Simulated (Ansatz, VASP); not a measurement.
# Ti: VASP beside Ansatz

```
Ti
1.0
     2.93531    0.00000    0.00000
    -1.46766    2.54205    0.00000
     0.00000    0.00000    9.37062
Ti
4
Direct
  0.00000 0.00000 0.00000
  0.00000 0.00000 0.50000
  0.33333 0.66667 0.25000
  0.66667 0.33333 0.75000
```

Alike in both runs: functional PBE; k mesh 12 × 12 × 4; occupations fermi-dirac, width 0.05 eV; collinear spin.

Ansatz relaxed the structure, and its values are those at the end. VASP's run is a single point on that final structure, the one shown.

|  | VASP | Ansatz |
| --- | --- | --- |
| version | VASP 6.6.1 | Ansatz 0.2.0 |
| potentials or method | VASP PAW PBE potentials, release 64 (Ti_sv), cutoff 520 eV | plane waves (420 eV) with PAW, scalar-relativistic |
| valence electrons in the cell | 48 | 48 |

```tsv
	VASP	Ansatz	Ansatz less VASP
pressure (GPa)	-0.2	0.0	+0.23
net moment per atom (μB)	0.00	0.00	0.000
```

Ansatz's warnings: seeded moment not kept.
